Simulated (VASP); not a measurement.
Write the native input for VASP 6.6.1 that does the following.

```
Task                   : single point
Functional             : LDA
Potentials or basis    : VASP PAW LDA potentials, release 64 (In_d, P)
Cutoff                 : 520 eV
k mesh                 : 6 × 6 × 6
Occupations            : fermi-dirac, width 0.02 eV
Spin                   : no spin polarisation
Dipole correction      : no
Further INCAR settings : ALGO = Normal; EDIFF = 1e-06; NBANDS = 16
```

The structure of InP lies in POSCAR:

```
InP
1.0
    0.0000000000      2.9134379229      2.9134379229
    2.9134379229      0.0000000000      2.9134379229
    2.9134379229      2.9134379229      0.0000000000
In P
1 1
Direct
    0.0000000000      0.0000000000      0.0000000000
    0.2500000000      0.2500000000      0.2500000000
```

One way to write it, as run:

INCAR

```
PREC     = Accurate       # precision mode
ENCUT    = 520            # plane-wave cutoff, eV
EDIFF    = 1E-6           # SCF threshold, eV
ISMEAR   = -1             # smearing method
SIGMA    = 0.02           # smearing width, eV
LREAL    = F              # projectors in reciprocal space
LASPH    = T              # aspherical terms in the spheres
NELM     = 100            # most SCF steps
ALGO     = Normal         # electronic algorithm
ISIF     = 2              # what is computed and relaxed
LWAVE    = F              # write WAVECAR
LCHARG   = T              # write CHGCAR
GGA      = CA             # functional
LELF     = T              # ELF
LVHAR    = T            
NBANDS   = 16             # bands
```

KPOINTS

```
Automatic mesh
0
Gamma
  6 6 6
```

Potentials or basis: VASP PAW LDA potentials, release 64 (In_d, P).

Run with:

```sh
$ cat potpaw_LDA.64/In_d/POTCAR potpaw_LDA.64/P/POTCAR > POTCAR
$ mpirun -np 1 vasp_std > vasp.out
```

Results of the run:

```json
{
 "Pressure": "0.0 GPa",
 "Band gap on the k mesh": "0.60 eV, direct"
}
```

Caveat: spin-orbit coupling is left out, which moves the levels of the heavy elements.

It took 20 s on 1 thread of Intel Xeon 6975P-C, with other jobs on the host, peak memory 0.15 GiB.
